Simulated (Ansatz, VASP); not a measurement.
## W: VASP beside Ansatz

```
W
1.0
     0.00000    1.98648    1.98648
     1.98648    0.00000    1.98648
     1.98648    1.98648    0.00000
W
1
Direct
  0.00000 0.00000 0.00000
```

Alike in both runs: functional LDA; k mesh 18 × 18 × 18; occupations gaussian, width 0.1 eV; no spin polarisation.

Ansatz relaxed the structure, and its values are those at the end. VASP's run is a single point on that final structure, the one shown.

```csv
,VASP,Ansatz
version,VASP 6.6.1,Ansatz 0.2.0
potentials or method,"VASP PAW LDA potentials, release 64 (W_sv), cutoff 500 eV","scalar-relativistic, plane waves, PAW"
valence electrons in the cell,14,14
```

Ansatz gave:

- gap on the k mesh at the Fermi level (eV): none
- pressure (GPa): 0.0

Problem. Which values does VASP return?

Solution. gap on the k mesh at the Fermi level (eV): none; pressure (GPa): 1.8.

Ansatz warns that its potentials were made for another functional, while VASP's fit it. LDA's correlation is that of Perdew and Zunger in VASP and of Perdew and Wang (1992) in Ansatz. A gap of «none» marks a metal or a gap that the smearing closes.

Neither program's run includes spin-orbit coupling.
